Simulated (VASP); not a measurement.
# TiC in VASP: a series of runs

TiC is run at these levels: PBE; tasks: single point.

Program: VASP 6.6.1. These are calculated values, not measurements. Logs are shortened: lines on timing, memory, paths and dates and some standing lists are left out, and cuts for length are marked.

### 1 The cell of the first run

The structure is cubic, space group Fm-3m (No. 225). The conventional cell has a = 4.332 Å, b = 4.332 Å, c = 4.332 Å, α = 90.00°, β = 90.00°, γ = 90.00°. Ti (site symmetry m-3m) has 6 C at 2.17 Å within 2.9 Å. C (site symmetry m-3m) has 6 Ti at 2.17 Å within 2.9 Å.

### 2 Single point, PBE, collinear spin

The input, INCAR:

```
ALGO = Normal
EDIFF = 1E-7
ENCUT = 520
GGA = PE
ISIF = 2
ISMEAR = 0
ISPIN = 2
LASPH = T
LCHARG = F
LMAXMIX = 4
LORBIT = 11
LREAL = F
LWAVE = F
MAGMOM = 1 0
NBANDS = 19
NELM = 150
PREC = Accurate
SIGMA = 0.1
```

The input, KPOINTS:

```
k-points
0
Gamma
  6 6 6
```

The input, POSCAR:

```
TiC
1.0
    0.0000000000      2.1657765946      2.1657765946
    2.1657765946      0.0000000000      2.1657765946
    2.1657765946      2.1657765946      0.0000000000
Ti C
1 1
Direct
    0.5000000000      0.5000000000      0.5000000000
    0.0000000000      0.0000000000      0.0000000000
```

Potentials or basis: VASP PAW PBE potentials, release 64 (Ti_sv, C).

Command:

```
$ cat potpaw_PBE.64/Ti_sv/POTCAR potpaw_PBE.64/C/POTCAR > POTCAR
$ mpirun -np 1 vasp_std > vasp.out
```

OUTCAR:

```text
EDIFF = 1E-7
   ENCUT = 520
   GGA = PE
   ISIF = 2
   ISMEAR = 0
   ISPIN = 2
   LASPH = T
   LORBIT = 11
   LREAL = F
   NELM = 150
   PREC = Accurate

 ion  position               nearest neighbor table
   1  0.500  0.500  0.500-   2 2.17   2 2.17   2 2.17   2 2.17   2 2.17   2 2.17
   2  0.000  0.000  0.000-   1 2.17   1 2.17   1 2.17   1 2.17   1 2.17   1 2.17

  LATTYP: Found a face centered cubic cell.
 ALAT       =     4.3315531892

  Lattice vectors:

 A1 = (   0.0000000000,   2.1657765946,   2.1657765946)
 A2 = (   2.1657765946,   0.0000000000,   2.1657765946)
 A3 = (   2.1657765946,   2.1657765946,   0.0000000000)

Analysis of symmetry for initial positions (statically):
=====================================================================
 Subroutine PRICEL returns:
 Original cell was already a primitive cell.

 Routine SETGRP: Setting up the symmetry group for a
 face centered cubic supercell.

 Subroutine GETGRP returns: Found 48 space group operations
 (whereof 48 operations were pure point group operations)
 out of a pool of 48 trial point group operations.

The static configuration has the point symmetry O_h .

Analysis of symmetry for dynamics (positions and initial velocities):
=====================================================================
 Subroutine PRICEL returns:
 Original cell was already a primitive cell.

 Routine SETGRP: Setting up the symmetry group for a
 face centered cubic supercell.

 Subroutine GETGRP returns: Found 48 space group operations
 (whereof 48 operations were pure point group operations)
 out of a pool of 48 trial point group operations.

The dynamic configuration has the point symmetry O_h .

Analysis of structural, dynamic, and magnetic symmetry:
=====================================================================
 Subroutine PRICEL returns:
 Original cell was already a primitive cell.

 Routine SETGRP: Setting up the symmetry group for a
 face centered cubic supercell.

 Subroutine GETGRP returns: Found 48 space group operations
 (whereof 48 operations were pure point group operations)
 out of a pool of 48 trial point group operations.

The overall configuration has the point symmetry O_h .

 Subroutine INISYM returns: Found 48 space group operations
 (whereof 48 operations are pure point group operations),
 and found     1 'primitive' translations

----------------------------------------------------------------------------------------

                                     Primitive cell

  volume of cell :      20.3175

  direct lattice vectors                    reciprocal lattice vectors
     0.000000000  2.165776595  2.165776595    -0.230864070  0.230864070  0.230864070
     2.165776595  0.000000000  2.165776595     0.230864070 -0.230864070  0.230864070
     2.165776595  2.165776595  0.000000000     0.230864070  0.230864070 -0.230864070

  length of vectors
     3.062870633  3.062870633  3.062870633     0.399868299  0.399868299  0.399868299

  position of ions in fractional coordinates (direct lattice)
     0.500000000  0.500000000  0.500000000
     0.000000000  0.000000000  0.000000000

  ion indices of the primitive-cell ions
   primitive index   ion index
                 1           1
                 2           2

----------------------------------------------------------------------------------------

 KPOINTS: k-points

Automatic generation of k-mesh.
 Grid dimensions read from file:
 generate k-points for:    6    6    6

 Generating k-lattice:

  Cartesian coordinates                     Fractional coordinates (reciprocal lattice)
    -0.038477345  0.038477345  0.038477345     0.166666667  0.000000000  0.000000000
     0.038477345 -0.038477345  0.038477345     0.000000000  0.166666667  0.000000000
     0.038477345  0.038477345 -0.038477345     0.000000000  0.000000000  0.166666667

  Length of vectors
     0.066644717  0.066644717  0.066644717

  Shift w.r.t. Gamma in fractional coordinates (k-lattice)
     0.000000000  0.000000000  0.000000000

 Subroutine IBZKPT returns following result:
 ===========================================

 Found     16 irreducible k-points:

 Following reciprocal coordinates:
            Coordinates               Weight
  0.000000  0.000000  0.000000      1.000000
  0.166667  0.000000  0.000000      8.000000
  0.333333  0.000000  0.000000      8.000000
  0.500000  0.000000  0.000000      4.000000
  0.166667  0.166667  0.000000      6.000000
  0.333333  0.166667  0.000000     24.000000
[... 8 lines left out ...]
 -0.333333  0.333333  0.166667     24.000000
 -0.333333  0.500000  0.166667     12.000000
   k-points           NKPTS =     16   k-points in BZ     NKDIM =     16   number of bands    NBANDS=     19
   number of dos      NEDOS =    301   number of ions     NIONS =      2
   total plane-waves  NPLWV =  13824
   dimension x,y,z NGX =    24 NGY =   24 NGZ =   24
   dimension x,y,z NGXF=    48 NGYF=   48 NGZF=   48
   ions per type =               1   1
   NGX,Y,Z   is equivalent  to a cutoff of  13.03, 13.03, 13.03 a.u.
   NGXF,Y,Z  is equivalent  to a cutoff of  26.05, 26.05, 26.05 a.u.
 SYSTEM =  unknown system
   PREC   = accura    normal or accurate (medium, high low for compatibility)
   ISTART =      0    job   : 0-new  1-cont  2-samecut
   ICHARG =      2    charge: 1-file 2-atom 10-const
   ISPIN  =      2    spin polarized calculation?
   LNONCOLLINEAR =      F non collinear calculations
   LSORBIT =      F    spin-orbit coupling
   LASPH  =      T    aspherical Exc in radial PAW
   ENCUT  =  520.0 eV  38.22 Ry    6.18 a.u.   5.69  5.69  5.69*2*pi/ulx,y,z
   NELM   =    150;   NELMIN=  2; NELMDL= -5     # of ELM steps
   EDIFF  = 0.1E-06   stopping-criterion for ELM
   LREAL  =      F    real-space projection
   EDIFFG = 0.1E-05   stopping-criterion for IOM
   NSW    =      0    number of steps for IOM
   IBRION =     -1    ionic relax: 0-MD 1-quasi-New 2-CG
   NFREE  =      0    steps in history (QN), initial steepest desc. (CG)
   ISIF   =      2    stress and relaxation
   ISYM   =      2    0-nonsym 1-usesym 2-fastsym
   POTIM  = 0.5000    time-step for ionic-motion
   TEBEG  =    0.0;   TEEND  =   0.0 temperature during run
   PSTRESS=    0.0 pullay stress
   NELECT =      16.0000    total number of electrons
   NUPDOWN=      -1.0000    fix difference up-down
   EMIN   =  10.00;   EMAX   =-10.00  energy-range for DOS
   EFERMI =   0.00;   METHOD = LEGACY
   ISMEAR =     0;   SIGMA  =   0.10  broadening in eV -4-tet -1-fermi 0-gaus
   EFERMI_NEDOS =   21; number of points for ismear=-14 and -15
   IALGO  =     38    algorithm
   IMIX   =      4    mixing-type and parameters
     AMIX     =   0.40;   BMIX     =  1.00
     AMIX_MAG =   1.60;   BMIX_MAG =  1.00
  volume/ion in A,a.u.               =      10.16        68.55
  Fermi-wavevector in a.u.,A,eV,Ry     =   1.511789  2.856867 31.096195  2.285506
  Thomas-Fermi vector in A             =   2.621800
   LORBIT       =     11    0 simple, 1 ext, 2 COOP (PROOUT), +10 PAW based schemes
   GGA     = PE    functional components
   LHFCALC =     F    Hartree Fock is set to
   AEXX    =    0.0000 exact exchange contribution
   IVDW    =     0    specifies the selected vdW correction
   LEPSILON=     F    determine dielectric tensor
   LRPA    =     F    only Hartree local field effects (RPA)
 spin polarized calculation
 Gauss-broadening in eV      SIGMA  =   0.10
  energy-cutoff  :      520.00
  volume of cell :       20.32
 maximum number of plane-waves:       568
   NGX = 11   NGY = 11   NGZ = 11

 number of electron      16.0000000 magnetization      -0.0000076

 number of electron      16.0000000 magnetization       0.0000038

 Free energy of the ion-electron system (eV)
  ---------------------------------------------------
  ext. energy  EPLUGINS =         0.00000000
  ---------------------------------------------------
  free energy    TOTEN  =       -18.69795549 eV

  energy without entropy =      -18.69540337  energy(sigma->0) =      -18.69667943

 E-fermi :   9.3018     XC(G=0): -12.6965

 val. band max:        9.2073556844   @ k =   0.1667   0.1667   0.0000
 cond. band min:       9.3812088539   @ k =   0.5000   0.5000   0.0000
 fundamental gap:      0.1738531695
 Fermi energy:         9.3018315469

 spin component 1

 k-point     1 :       0.0000    0.0000    0.0000
  band No.  band energies     occupation
      1     -47.1778      1.00000
      2     -23.2021      1.00000
      3     -23.2021      1.00000
      4     -23.2021      1.00000
      5      -2.9808      1.00000
      6      10.1048      0.00000
[... 11 lines left out ...]
     18      29.3041      0.00000
     19      36.1989      0.00000
[... 309 lines left out ...]
 k-point    16 :      -0.3333    0.5000    0.1667
  band No.  band energies     occupation
      1     -47.0809      1.00000
      2     -23.5702      1.00000
      3     -23.4370      1.00000
      4     -23.3756      1.00000
      5      -0.2685      1.00000
      6       6.0656      1.00000
[... 11 lines left out ...]
     18      31.4605      0.00000
     19      32.8519      0.00000
 Fermi energy:         9.3018315469

 spin component 2

 k-point     1 :       0.0000    0.0000    0.0000
  band No.  band energies     occupation
      1     -47.1778      1.00000
      2     -23.2021      1.00000
      3     -23.2021      1.00000
      4     -23.2021      1.00000
      5      -2.9809      1.00000
      6      10.1048      0.00000
[... 11 lines left out ...]
     18      29.3041      0.00000
     19      36.1989      0.00000
[... 309 lines left out ...]
 k-point    16 :      -0.3333    0.5000    0.1667
  band No.  band energies     occupation
      1     -47.0809      1.00000
      2     -23.5702      1.00000
      3     -23.4370      1.00000
      4     -23.3756      1.00000
      5      -0.2685      1.00000
      6       6.0656      1.00000
[... 11 lines left out ...]
     18      31.4605      0.00000
     19      32.8519      0.00000

------------------------ aborting loop because EDIFF is reached ----------------------------------------

  FORCE on cell =-STRESS in cart. coord.  units (eV):
  Direction    XX          YY          ZZ          XY          YZ          ZX
  --------------------------------------------------------------------------------------
  -------------------------------------------------------------------------------------
  Total        0.0676455      0.0676455      0.0676455      0.0000000      0.0000000      0.0000000
  in kB        5.3343156      5.3343156      5.3343156      0.0000000      0.0000000      0.0000000
  external PRESSURE =       5.3343156 kB  Pullay stress =       0.0000000 kB

 VOLUME and BASIS-vectors are now :
 -----------------------------------------------------------------------------
  energy-cutoff  :      520.00
  volume of cell :       20.32
      direct lattice vectors                 reciprocal lattice vectors
     0.000000000  2.165776595  2.165776595    -0.230864070  0.230864070  0.230864070
     2.165776595  0.000000000  2.165776595     0.230864070 -0.230864070  0.230864070
     2.165776595  2.165776595  0.000000000     0.230864070  0.230864070 -0.230864070

 POSITION                                       TOTAL-FORCE (eV/Angst)
 -----------------------------------------------------------------------------------
      2.16578      2.16578      2.16578         0.000000     -0.000000     -0.000000
      0.00000      0.00000      0.00000         0.000000      0.000000      0.000000
 -----------------------------------------------------------------------------------
    total drift:                               -0.000000     -0.000000      0.000000

  FREE ENERGIE OF THE ION-ELECTRON SYSTEM (eV)
  ---------------------------------------------------
  free  energy   TOTEN  =       -18.6979554885 eV

  energy  without entropy=      -18.6954033663  energy(sigma->0) =      -18.69667943

 total charge

# of ion       s       p       d       tot
------------------------------------------
    1        2.198   6.246   1.952  10.396
    2        0.896   1.506   0.000   2.402
--------------------------------------------------
tot          3.094   7.752   1.952  12.798

 magnetization (x)

# of ion       s       p       d       tot
------------------------------------------
    1        0.000  -0.000   0.000   0.000
    2       -0.000  -0.000   0.000  -0.000
--------------------------------------------------
tot         -0.000  -0.000   0.000   0.000
```

Run time: 16 s. Hardware: 1 thread of Intel Xeon Platinum 8259CL at 2.50GHz (Skylake/Cascade Lake), shared host; peak memory 0.15 GiB.

What came out:

```yaml
Free_energy: -18.6980 eV
Pressure: 0.5 GPa
Band_gap_on_the_k_mesh: zero (filled and empty bands overlap)
Net_moment: 0.00 μB per cell
Valence_electrons_inside_the_program's_atomic_spheres: Ti 10.40; C 2.40
```

Caveat: the k points lie up to 0.42 Å⁻¹ apart, too coarse for converged energies and pressures of a metal.

### 3 Single point, PBE

This run uses another cell than the first one: it holds 4 atoms, not 2.

The input, INCAR:

```
ALGO = Normal ; EDIFF = 1E-6
ENCUT = 520 ; GGA = PE
ISIF = 2 ; ISMEAR = 0
LASPH = T ; LCHARG = F
LREAL = F ; LWAVE = F
NBANDS = 24 ; NELM = 80
PREC = Accurate ; SIGMA = 0.1
```

KPOINTS is that of step 2.

The input, POSCAR:

```
TiC
1.0
    1.5356422958      0.8866034946      4.9740530647
   -1.5356422958      0.8866034946      4.9740530647
    0.0000000000     -1.7732069841      4.9740530657
Ti C
2 2
Direct
    0.2500327355      0.2500327355      0.2500327355
    0.7499672645      0.7499672645      0.7499672645
    0.5000000000      0.5000000000      0.5000000000
    0.0000000000      0.0000000000      0.0000000000
```

Potentials or basis: VASP PAW PBE potentials, release 64 (Ti_sv, C).

Command:

```
$ cat potpaw_PBE.64/Ti_sv/POTCAR potpaw_PBE.64/C/POTCAR > POTCAR
$ mpirun -np 1 vasp_std > vasp.out
```

OUTCAR:

```text
EDIFF = 1E-6
   ENCUT = 520
   GGA = PE
   ISIF = 2
   ISMEAR = 0
   LASPH = T
   LREAL = F
   NELM = 80
   PREC = Accurate

 ion  position               nearest neighbor table
   1  0.250  0.250  0.250-   4 2.17   4 2.17   4 2.17   3 2.17   3 2.17   3 2.17
   2  0.750  0.750  0.750-   4 2.17   4 2.17   4 2.17   3 2.17   3 2.17   3 2.17
   3  0.500  0.500  0.500-   1 2.17   1 2.17   2 2.17   2 2.17   1 2.17   2 2.17
[... 850 lines left out ...]
  Direction    XX          YY          ZZ          XY          YZ          ZX
  --------------------------------------------------------------------------------------
  -------------------------------------------------------------------------------------
  Total        0.1232654      0.1232654      0.1416834      0.0000000      0.0000000      0.0000000
  in kB        4.8603852      4.8603852      5.5866093      0.0000000      0.0000000      0.0000000
  external PRESSURE =       5.1024599 kB  Pullay stress =       0.0000000 kB

 VOLUME and BASIS-vectors are now :
 -----------------------------------------------------------------------------
  energy-cutoff  :      520.00
  volume of cell :       40.63
      direct lattice vectors                 reciprocal lattice vectors
     1.535642296  0.886603495  4.974053065     0.325596658  0.187983318  0.067014430
    -1.535642296  0.886603495  4.974053065    -0.325596658  0.187983318  0.067014430
     0.000000000 -1.773206984  4.974053066     0.000000000 -0.375966637  0.067014431

 POSITION                                       TOTAL-FORCE (eV/Angst)
 -----------------------------------------------------------------------------------
      0.00000      0.00000      3.73103        -0.000000     -0.000000     -0.017894
      0.00000      0.00000     11.19113        -0.000000      0.000000      0.017894
      0.00000      0.00000      7.46108         0.000000     -0.000000      0.000000
      0.00000      0.00000      0.00000        -0.000000     -0.000000     -0.000000
 -----------------------------------------------------------------------------------
    total drift:                                0.000000     -0.000000      0.000000

  FREE ENERGIE OF THE ION-ELECTRON SYSTEM (eV)
  ---------------------------------------------------
  free  energy   TOTEN  =       -37.4048696042 eV

  energy  without entropy=      -37.4012845244  energy(sigma->0) =      -37.40307706
```

OSZICAR:

```text
N       E                     dE             d eps       ncg     rms          rms(c)
DAV:   1     0.353847852699E+03    0.35385E+03   -0.16081E+04  1536   0.166E+03
DAV:   2    -0.257919264390E+01   -0.35643E+03   -0.33838E+03  1608   0.474E+02
DAV:   3    -0.462387726031E+02   -0.43660E+02   -0.42366E+02  2672   0.141E+02
DAV:   4    -0.485094479572E+02   -0.22707E+01   -0.22672E+01  1888   0.314E+01
DAV:   5    -0.486344367282E+02   -0.12499E+00   -0.12498E+00  2288   0.599E+00    0.259E+01
DAV:   6    -0.384720951310E+02    0.10162E+02   -0.60902E+01  1864   0.705E+01    0.937E+00
DAV:   7    -0.374738253547E+02    0.99827E+00   -0.11367E+01  1872   0.299E+01    0.716E+00
DAV:   8    -0.374779314076E+02   -0.41061E-02   -0.45511E-01  1888   0.417E+00    0.624E+00
DAV:   9    -0.374899021463E+02   -0.11971E-01   -0.10462E+00  1912   0.962E+00    0.231E+00
DAV:  10    -0.374041350037E+02    0.85767E-01   -0.35664E-01  1904   0.503E+00    0.378E-01
DAV:  11    -0.374059908598E+02   -0.18559E-02   -0.14178E-02  1832   0.863E-01    0.497E-01
DAV:  12    -0.374058303807E+02    0.16048E-03   -0.31875E-03  1952   0.590E-01    0.453E-01
DAV:  13    -0.374057109494E+02    0.11943E-03   -0.59723E-04  1872   0.250E-01    0.312E-01
DAV:  14    -0.374054405938E+02    0.27036E-03   -0.10893E-04  1968   0.672E-02    0.256E-01
DAV:  15    -0.374049903742E+02    0.45022E-03   -0.60784E-04  1736   0.153E-01    0.112E-01
DAV:  16    -0.374048772038E+02    0.11317E-03   -0.26544E-04  1912   0.830E-02    0.220E-02
DAV:  17    -0.374048698129E+02    0.73908E-05   -0.21111E-05  1704   0.232E-02    0.459E-03
DAV:  18    -0.374048696042E+02    0.20869E-06   -0.30618E-07   952   0.571E-03
   1 F= -.37404870E+02 E0= -.37403077E+02  d E =-.358508E-02
```

stdout:

```text
POSCAR found type information on POSCAR TiC
 POSCAR found :  2 types and       4 ions
 scaLAPACK will be used
 LDA part: xc-table for (Slater+PW92), standard interpolation
 POSCAR, INCAR and KPOINTS ok, starting setup
 FFT: planning ... GRIDC
 FFT: planning ... GRID_SOFT
 FFT: planning ... GRID
 WAVECAR not read
 entering main loop
```

It took 85 s on 1 thread of Intel Xeon Platinum 8259CL at 2.50GHz (Skylake/Cascade Lake), shared host; peak memory 0.24 GiB.

What came out:

```yaml
Free_energy: -37.4049 eV
Pressure: 0.5 GPa
Largest_force: 0.018 eV/Å
Band_gap_on_the_k_mesh: zero (bands 16 and 17 overlap by 1.05 eV)
```

Forces on the atoms (eV/Å):
```
Ti   0.000  0.000 -0.018
Ti   0.000  0.000  0.018
C    0.000  0.000  0.000
C    0.000  0.000  0.000
```

Levels at points of the mesh, in eV from the Fermi level:
```csv
k point,band 12,band 13,band 14,band 15,band 16,band 17,band 18,band 19,band 20,band 21
"(0.00, 0.00, 0.00)",-2.92,-2.92,0.69,0.69,0.76,1.68,1.68,1.73,1.73,1.74
"(0.50, 0.00, 0.00)",-4.26,-2.85,-2.85,-1.87,-1.87,1.52,1.53,3.15,3.16,3.80
"(0.50, 0.50, 0.00)",-3.41,-2.89,-2.82,-1.60,-0.05,0.02,2.72,2.90,2.95,3.53
"(0.50, 0.50, 0.50)",-2.67,-1.71,-1.71,-1.70,-1.70,1.77,1.77,1.77,1.77,2.84
```

Caveat: the k points lie up to 0.40 Å⁻¹ apart, too coarse for converged energies and pressures of a metal.

(Continued in part 2 of 2.)
